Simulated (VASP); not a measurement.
Runs of VASP 6.6.1 on H. The structure is that of space group I4/mmm (No. 139), or close to it. The cells are those of the table. 

```csv
cell,gap on the mesh (eV),pressure (GPa),largest force (eV/Å)
"a = 3.183 Å, angles 115.8, 113.6, 99.4°, 2 atoms",8.27,0.7,0.97
"a = 3.204 Å, angles 116.3, 112.5, 100.1°, 2 atoms",(b),0.7,0.96
"a = 3.116 Å, angles 114.2, 117.5, 97.3°, 2 atoms",8.12,0.8,0.98
"a = 3.142 Å, angles 114.9, 116.0, 98.2°, 2 atoms",8.24,0.8,0.97
"a = 3.103 Å, angles 113.9, 118.3, 96.9°, 2 atoms",(a),0.8,0.98
```

Alike in all rows: task single point; level LDA; potentials or basis VASP PAW LDA potentials, release 64 (H); no spin polarisation; k mesh 10 × 10 × 10; cutoff (eV) 520; smearing gaussian 0.05 eV.

Task: Fill in the values left out.

Result: (a) 8.06; (b) 8.26.

A k mesh can miss the band edges.
